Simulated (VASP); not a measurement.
A run of VASP 6.6.1 is set up as follows.

File INCAR:

```
PREC = Accurate ; ENCUT = 520
EDIFF = 1E-6 ; ISMEAR = -1
SIGMA = 0.05 ; LREAL = False
LASPH = True ; NELM = 150
ALGO = Normal ; ISIF = 2
LWAVE = False ; LCHARG = False
ISPIN = 2 ; MAGMOM = 2 2
LORBIT = 11 ; LMAXMIX = 4
GGA = PS ; NBANDS = 20
```

The input KPOINTS:

```
Automatic mesh
0
Gamma
  19 19 10
```

POSCAR

```
Co
1.0
    2.5190008694      0.0000000000      0.0000000000
   -1.2595004347      2.1815187451      0.0000000000
    0.0000000000      0.0000000000      3.9682700000
Co
2
Direct
    0.3333333333      0.6666666667      0.2500000000
    0.6666666667      0.3333333333      0.7500000000
```

Potentials or basis: VASP PAW PBE potentials, release 64 (Co).

Command:

```bash
$ cat potpaw_PBE.64/Co/POTCAR > POTCAR
$ mpirun -np 1 vasp_std > vasp.out
```

Problem. What does it give for the net moment?

Solution. 3.21 μB per cell.

Problem. What does it give for the site moments?

Solution. Co +1.62 μB.

Stress tensor (GPa, compression positive):
```
-13.52   0.00   0.00
  0.00 -13.52   0.00
  0.00   0.00  -6.82
```

Caveat: the cell differs from its parent crystal (zz strain of -3 %); the cell stands under tension; the PAW data sets were made with another functional, which shifts forces and pressure a little.
